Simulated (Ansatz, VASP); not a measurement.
## One calculation of Ge, two programs

```
Ge
1.0
    -2.54292    2.54292    1.38513
     2.54292   -2.54292    1.38513
     2.54292    2.54292   -1.38513
Ge
2
Direct
  0.25000 0.75000 0.50000
  0.50000 0.50000 0.00000
```

Alike in both runs: functional LDA; k mesh 16 × 16 × 16; occupations gaussian, width 0.1 eV; no spin polarisation.

Ansatz relaxed the structure, and its values are those at the end. VASP's run is a single point on that final structure, the one shown.

```csv
,VASP,Ansatz
version,VASP 6.6.1,Ansatz 0.2.0
potentials or method,"VASP PAW LDA potentials, release 64 (Ge_d), cutoff 520 eV","scalar-relativistic, plane waves, PAW"
valence electrons in the cell,28,28
```

VASP gave:

```
gap on the k mesh at the Fermi level (eV) : none
pressure (GPa)                            : 0.1
```

Task: What did Ansatz give for the same quantities?

Result: gap on the k mesh at the Fermi level (eV): none; pressure (GPa): 0.0.

LDA's correlation is that of Perdew and Zunger in VASP and of Perdew and Wang (1992) in Ansatz. A gap of «none» marks a metal or a gap that the smearing closes.
